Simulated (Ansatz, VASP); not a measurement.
# MnSb in VASP and in Ansatz

```xyz
2
Lattice="0.0000 2.7950 2.7950 2.7950 0.0000 2.7950 2.7950 2.7950 0.0000" Properties=species:S:1:pos:R:3 pbc="T T T"
Sb    2.7950    2.7950    2.7950
Mn    0.0000    0.0000    0.0000
```

Alike in both runs: task single point; functional PBE; k mesh 7 × 7 × 7; occupations fermi-dirac, width 0.05 eV; collinear spin; fixed moment 8 μB.

```csv
,VASP,Ansatz
version,VASP 6.6.1,Ansatz 0.2.0
potentials or method,"VASP PAW PBE potentials, release 64 (Sb, Mn_pv)",Ansatz PAW
plane-wave cutoff (eV),520,420
valence electrons in the cell,18,30
```

Ansatz gave:

| Property | Result |
| --- | --- |
| net moment per atom (μB) | 4.00 |
| size of the moment on the site where the two differ most (μB) | 5.13 |

Task: Which values does VASP return?

Result: net moment per atom (μB): 4.00; size of the moment on the site where the two differ most (μB): 5.02.

Site moments also hang on the region over which each program counts them. With one functional, cell and mesh, what is left measures potentials, basis and numerics. VASP's potentials hold 18 valence electrons a cell and Ansatz's 30, so a difference there can come from the potentials and not from the codes.

Neither program's run includes spin-orbit coupling.
